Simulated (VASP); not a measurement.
# Mo (Im-3m) in VASP: a series of runs, part 2 of 2

VASP 6.6.1.

## (5) Single point, r2SCAN

This run uses another cell than the first one, of 15.97 Å³/atom, 1.079 times its volume.

Input file POSCAR:

```
Mo
1.0
   -1.5864190195      1.5864190195      1.5864190195
    1.5864190195     -1.5864190195      1.5864190195
    1.5864190195      1.5864190195     -1.5864190195
Mo
1
Direct
    0.0000000000      0.0000000000      0.0000000000
```

Input file INCAR.step1:

```
SYSTEM = Mo
ALGO     = Normal         ! electronic algorithm
EDIFF    = 1E-4           ! SCF threshold, eV
ENCUT    = 520            ! plane-wave cutoff, eV
GGA      = PE             ! functional
ISMEAR   = -1             ! smearing method
LASPH    = .TRUE.         ! aspherical terms in the spheres
LCHARG   = .FALSE.        ! write CHGCAR
LREAL    = .FALSE.        ! projectors in reciprocal space
LWAVE    = .TRUE.         ! write WAVECAR
NBANDS   = 13             ! bands
NELM     = 80             ! most SCF steps
PREC     = Accurate       ! precision mode
SIGMA    = 0.1            ! smearing width, eV
```

Input file INCAR.step2:

```
SYSTEM = Mo
ALGO     = Normal         ! electronic algorithm
EDIFF    = 1E-6           ! SCF threshold, eV
ENCUT    = 520            ! plane-wave cutoff, eV
ISIF     = 2              ! what is computed and relaxed
ISMEAR   = -1             ! smearing method
ISTART   = 1            
LASPH    = .TRUE.         ! aspherical terms in the spheres
LCHARG   = .TRUE.         ! write CHGCAR
LELF     = .TRUE.         ! ELF
LMIXTAU  = .TRUE.       
LREAL    = .FALSE.        ! projectors in reciprocal space
LVHAR    = .TRUE.       
LWAVE    = .FALSE.        ! write WAVECAR
METAGGA  = R2SCAN         ! meta-GGA
NBANDS   = 13             ! bands
NELM     = 80             ! most SCF steps
PREC     = Accurate       ! precision mode
SIGMA    = 0.1            ! smearing width, eV
```

Input file KPOINTS:

```
k-points
0
G
  15 15 15
  0 0 0
```

Potentials or basis: VASP PAW PBE potentials, release 64 (Mo_sv).

Started as:

```sh
> cat potpaw_PBE.64/Mo_sv/POTCAR > POTCAR
> cp INCAR.step1 INCAR
> mpirun -np 1 vasp_std > vasp.out
> cp INCAR.step2 INCAR
> mpirun -np 1 vasp_std > vasp.out
```

OUTCAR:

```text
SYSTEM = Mo
   EDIFF = 1E-6
   ENCUT = 520
   ISIF = 2
   ISMEAR = -1
   ISTART = 1
   LASPH = .TRUE.
   LREAL = .FALSE.
   METAGGA = R2SCAN
   NELM = 80
   PREC = Accurate

 ion  position               nearest neighbor table
   1  0.000  0.000  0.000-

  LATTYP: Found a body centered cubic cell.
 ALAT       =     3.1728380390

  Lattice vectors:

 A1 = (  -1.5864190195,   1.5864190195,   1.5864190195)
 A2 = (   1.5864190195,  -1.5864190195,   1.5864190195)
 A3 = (   1.5864190195,   1.5864190195,  -1.5864190195)

Analysis of symmetry for initial positions (statically):
=====================================================================
 Subroutine PRICEL returns:
 Original cell was already a primitive cell.

 Routine SETGRP: Setting up the symmetry group for a
 body centered cubic supercell.

 Subroutine GETGRP returns: Found 48 space group operations
 (whereof 48 operations were pure point group operations)
 out of a pool of 48 trial point group operations.

The static configuration has the point symmetry O_h .

Analysis of symmetry for dynamics (positions and initial velocities):
=====================================================================
[... 160 lines left out ...]
 Fermi energy:        12.1743493374

 k-point     1 :       0.0000    0.0000    0.0000
  band No.  band energies     occupation
      1     -51.0148      2.00000
      2     -23.5373      2.00000
      3     -23.5373      2.00000
      4     -23.5373      2.00000
      5       4.6134      2.00000
      6      10.8240      2.00000
      7      10.8240      2.00000
      8      10.8240      2.00000
      9      14.0843      0.00000
     10      14.0843      0.00000
     11      27.6685      0.00000
     12      27.6685      0.00000
     13      27.6685      0.00000
[... 354 lines left out ...]
  band No.  band energies     occupation
      1     -50.7248      2.00000
      2     -24.7766      2.00000
      3     -24.1901      2.00000
      4     -23.6809      2.00000
      5       7.7631      2.00000
      6       9.0460      2.00000
      7      11.1699      1.99991
      8      13.9043      0.00000
      9      15.0611      0.00000
     10      19.7782      0.00000
     11      23.2219      0.00000
     12      25.4255      0.00000
     13      29.0755      0.00000

 [... further k-points ...]
[... 5 lines left out ...]
  --------------------------------------------------------------------------------------
  -------------------------------------------------------------------------------------
  Total       -0.4326184     -0.4326184     -0.4326184      0.0000000      0.0000000     -0.0000000
  in kB      -43.4012070    -43.4012070    -43.4012070      0.0000000      0.0000000     -0.0000000
  external PRESSURE =     -43.4012070 kB  Pullay stress =       0.0000000 kB

 VOLUME and BASIS-vectors are now :
 -----------------------------------------------------------------------------
  energy-cutoff  :      520.00
  volume of cell :       15.97
      direct lattice vectors                 reciprocal lattice vectors
    -1.586419020  1.586419020  1.586419020     0.000000000  0.315175243  0.315175243
     1.586419020 -1.586419020  1.586419020     0.315175243  0.000000000  0.315175243
     1.586419020  1.586419020 -1.586419020     0.315175243  0.315175243  0.000000000

 POSITION                                       TOTAL-FORCE (eV/Angst)
 -----------------------------------------------------------------------------------
      0.00000      0.00000      0.00000         0.000000     -0.000000     -0.000000
 -----------------------------------------------------------------------------------
    total drift:                                0.000000     -0.000000      0.000000

  FREE ENERGIE OF THE ION-ELECTRON SYSTEM (eV)
  ---------------------------------------------------
  free  energy   TOTEN  =       -26.0834835282 eV

  energy  without entropy=      -26.0641812547  energy(sigma->0) =      -26.07383239
```

OUTCAR.step1:

```text
SYSTEM = Mo
   EDIFF = 1E-4
   ENCUT = 520
   GGA = PE
   ISMEAR = -1
   LASPH = .TRUE.
   LREAL = .FALSE.
[... 599 lines left out ...]
 -----------------------------------------------------------------------------------
      0.00000      0.00000      0.00000         0.000000     -0.000000      0.000000
 -----------------------------------------------------------------------------------
    total drift:                                0.000000      0.000000      0.000000

  FREE ENERGIE OF THE ION-ELECTRON SYSTEM (eV)
  ---------------------------------------------------
  free  energy   TOTEN  =       -10.9430735400 eV

  energy  without entropy=      -10.9208220607  energy(sigma->0) =      -10.93194780
```

OSZICAR.step1:

```text
N       E                     dE             d eps       ncg     rms          rms(c)
DAV:   1     0.913941735340E+02    0.91394E+02   -0.80527E+03  3154   0.110E+03
DAV:   2    -0.104821883949E+02   -0.10188E+03   -0.97869E+02  3610   0.308E+02
DAV:   3    -0.116152310334E+02   -0.11330E+01   -0.11302E+01  3425   0.324E+01
DAV:   4    -0.116177542963E+02   -0.25233E-02   -0.25232E-02  3570   0.188E+00
DAV:   5    -0.116177705274E+02   -0.16231E-04   -0.16231E-04  3364   0.135E-01    0.140E+01
DAV:   6    -0.110249916979E+02    0.59278E+00   -0.74791E-01  3185   0.106E+01    0.367E+00
DAV:   7    -0.109467546708E+02    0.78237E-01   -0.14084E-01  3450   0.436E+00    0.981E-01
DAV:   8    -0.109429968277E+02    0.37578E-02   -0.40793E-03  3240   0.815E-01    0.198E-01
DAV:   9    -0.109430735400E+02   -0.76712E-04   -0.88376E-05  2272   0.122E-01
   1 F= -.10943074E+02 E0= -.10931948E+02  d E =-.222515E-01
```

Run time: 2.2 min. Hardware: 1 thread of Intel Xeon 8259CL, shared host; peak memory 0.14 GiB.

Results:

| Quantity | Value |
| --- | --- |
| Free energy | -26.0835 eV |
| Pressure | -4.3 GPa |
| Band gap on the k mesh | zero (band 7 reaches 15.93 eV, above the bottom of band 8 at 10.82 eV) |

Levels at points of the mesh, in eV from the Fermi level:
```tsv
k point	band 4	band 5	band 6	band 7	band 8	band 9	band 10	band 11
(0.00, 0.00, 0.00)	-35.71	-7.56	-1.35	-1.35	-1.35	1.91	1.91	15.49
```

Caveat: the PAW data sets were made with another functional, which shifts forces and pressure a little.

## (6) Single point, r2SCAN

This run uses another cell than the first one, of 16.36 Å³/atom, 1.105 times its volume.

Input file POSCAR:

```
Mo
1.0
   -1.5992132738      1.5992132738      1.5992132738
    1.5992132738     -1.5992132738      1.5992132738
    1.5992132738      1.5992132738     -1.5992132738
Mo
1
Direct
    0.0000000000      0.0000000000      0.0000000000
```

Input file INCAR.step1:

```
SYSTEM = Mo
PREC = Accurate
ENCUT = 520
ISMEAR = -1
SIGMA = 0.1
LREAL = .FALSE.
LASPH = .TRUE.
NELM = 60
NBANDS = 13
GGA = PE
ALGO = Normal
EDIFF = 1E-4
LWAVE = .TRUE.
LCHARG = .FALSE.
```

Input file INCAR.step2:

```
SYSTEM = Mo
PREC = Accurate
ENCUT = 520
EDIFF = 1E-6
ISMEAR = -1
SIGMA = 0.1
LREAL = .FALSE.
LASPH = .TRUE.
NELM = 60
ALGO = Normal
ISIF = 2
LWAVE = .FALSE.
LCHARG = .FALSE.
METAGGA = R2SCAN
LMIXTAU = .TRUE.
NBANDS = 13
ISTART = 1
```

Input file KPOINTS:

```
regular mesh
0
G
  15 15 15
  0 0 0
```

Potentials or basis: VASP PAW PBE potentials, release 64 (Mo_sv).

Started as:

```sh
> cat potpaw_PBE.64/Mo_sv/POTCAR > POTCAR
> cp INCAR.step1 INCAR
> mpirun -np 1 vasp_std > vasp.out
> cp INCAR.step2 INCAR
> mpirun -np 1 vasp_std > vasp.out
```

Run time: 2.4 min. Hardware: 1 thread of Intel Xeon 8259CL, shared host; peak memory 0.16 GiB.

It converged, with:

| Property | Result |
| --- | --- |
| Free energy | -26.0657 eV |
| Pressure | -10.2 GPa |
| Band gap on the k mesh | zero (band 7 reaches 15.43 eV, above the bottom of band 8 at 10.49 eV) |

Levels at points of the mesh, in eV from the Fermi level:
```tsv
k point	band 4	band 5	band 6	band 7	band 8	band 9	band 10	band 11
(0.00, 0.00, 0.00)	-35.77	-7.48	-1.31	-1.31	-1.31	1.87	1.87	15.45
```

Caveat: the PAW data sets were made with another functional, which shifts forces and pressure a little.

## (7) Summary

```tsv
cell	gap on the mesh (eV)	pressure (GPa)
a = 2.679 Å, angles 109.5°, 1 atom	none	18.5
a = 2.702 Å, angles 109.5°, 1 atom	none	9.9
a = 2.725 Å, angles 109.5°, 1 atom	none	2.3
a = 2.748 Å, angles 109.5°, 1 atom	none	-4.3
a = 2.770 Å, angles 109.5°, 1 atom	none	-10.2
```

Alike in all rows: task single point; level r2SCAN; potentials or basis VASP PAW PBE potentials, release 64 (Mo_sv); no spin polarisation; k mesh 15 × 15 × 15; cutoff (eV) 520; smearing fermi-dirac 0.1 eV.

Caveats: the PAW data sets were made with another functional, which shifts forces and pressure a little.

Total energies depend on the potentials used, so only differences within one code and one set of settings carry meaning.
